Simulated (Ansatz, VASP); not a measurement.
## One calculation of KTaO3, two programs

```
CELL_PARAMETERS angstrom
3.99013 0.00000 0.00000
0.00000 3.99013 0.00000
0.00000 0.00000 3.91033
ATOMIC_POSITIONS crystal
K 0.00000 0.00000 0.00000
Ta 0.50000 0.50000 0.50000
O 0.50000 0.50000 0.00000
O 0.50000 0.00000 0.50000
O 0.00000 0.50000 0.50000
```

Change from the starting cell: uniaxial_z strain -2.0%.

Alike in both runs: task single point; functional r2SCAN; k mesh 6 × 6 × 6; no spin polarisation.

|  | VASP | Ansatz |
| --- | --- | --- |
| version | VASP 6.6.1 | Ansatz 0.2.0 |
| potentials or method | VASP PAW PBE potentials, release 64 (K_sv, Ta_pv, O) | plane waves, PAW |
| plane-wave cutoff (eV) | 520 | 500 |
| occupations | gaussian, width 0.01 eV | fixed |
| valence electrons in the cell | 38 | 40 |

```csv
,VASP,Ansatz,Ansatz less VASP
gap on the k mesh at the Fermi level (eV),2.60,2.63,+0.032
pressure (GPa),5.6,4.6,-1.03
"traceless stress, the component that is largest in VASP (GPa)",5.79,5.69,-0.102
```

VASP's potentials were made for PBE, not for r2SCAN. VASP's potentials hold 38 valence electrons a cell and Ansatz's 40, so a difference there can come from the potentials and not from the codes.

Spin-orbit coupling is off throughout.
